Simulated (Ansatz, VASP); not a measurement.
# One calculation of Nb, two programs

File POSCAR:

```
Nb
1.0
   -1.6187580177      1.6187580177      1.6187580177
    1.6187580177     -1.6187580177      1.6187580177
    1.6187580177      1.6187580177     -1.6187580177
Nb
1
Direct
    0.0000000000      0.0000000000      0.0000000000
```

Contents of INCAR.step1:

```
PREC = Accurate
ENCUT = 520
ISMEAR = -1
SIGMA = 0.1
LREAL = F
LASPH = T
NELM = 100
NBANDS = 12
GGA = PE
ALGO = Normal
EDIFF = 1E-4
LWAVE = T
LCHARG = F
```

The input INCAR.step2:

```
PREC = Accurate
ENCUT = 520
EDIFF = 1E-6
ISMEAR = -1
SIGMA = 0.1
LREAL = F
LASPH = T
NELM = 100
ALGO = Normal
ISIF = 2
LWAVE = F
LCHARG = T
METAGGA = R2SCAN
LMIXTAU = T
LELF = T
LVHAR = T
NBANDS = 12
ISTART = 1
```

File KPOINTS:

```
regular mesh
0
Gamma
  18 18 18
```

Input for Ansatz:

```yaml
crystal:
  lattice:
    - [-1.6187580177, 1.6187580177, 1.6187580177]
    - [1.6187580177, -1.6187580177, 1.6187580177]
    - [1.6187580177, 1.6187580177, -1.6187580177]
  atoms:
    - { symbol: Nb, position: [0.0, 0.0, 0.0] }
kpoints:
  mp_grid: { grid: [18, 18, 18] }
  band_path:
    path:
      - [0.0, 0.0, 0.0]
      - [0.5, -0.5, 0.5]
      - [0.0, 0.0, 0.5]
      - [0.0, 0.0, 0.0]
      - [0.25, 0.25, 0.25]
      - [0.5, -0.5, 0.5]
      - [0.25, 0.25, 0.25]
      - [0.0, 0.0, 0.5]
    npoints: 8
scf:
  occupations: { method: fermi_dirac, width: 0.1 }
hamiltonian:
  xc: r2scan
  pseudopotentials: { kind: paw }
output:
  forces: true
  stress: true
  eigenvalues: true
  populations: true
  dos: { projected: true, de: 0.2, e_range: [-14, 8] }
  write_density: true
  write_potential: true
  elf: true
  volumetric_format: npy
```

Change from the starting cell: volume scaled by 0.94, PAW files.

Alike in both runs: task single point; functional r2SCAN; k mesh 18 × 18 × 18; occupations fermi-dirac, width 0.1 eV; no spin polarisation.

```csv
,VASP,Ansatz
version,VASP 6.6.1,Ansatz 0.2.0
potentials or method,"VASP PAW PBE potentials, release 64 (Nb_sv)","PAW with Ansatz's default frozen-core files, scalar-relativistic"
plane-wave cutoff (eV),520,500
valence electrons in the cell,13,13
```

```tsv
	VASP	Ansatz	Ansatz less VASP
pressure (GPa)	11.8	12.0	+0.19
```

VASP's potentials were made for PBE, not for r2SCAN.
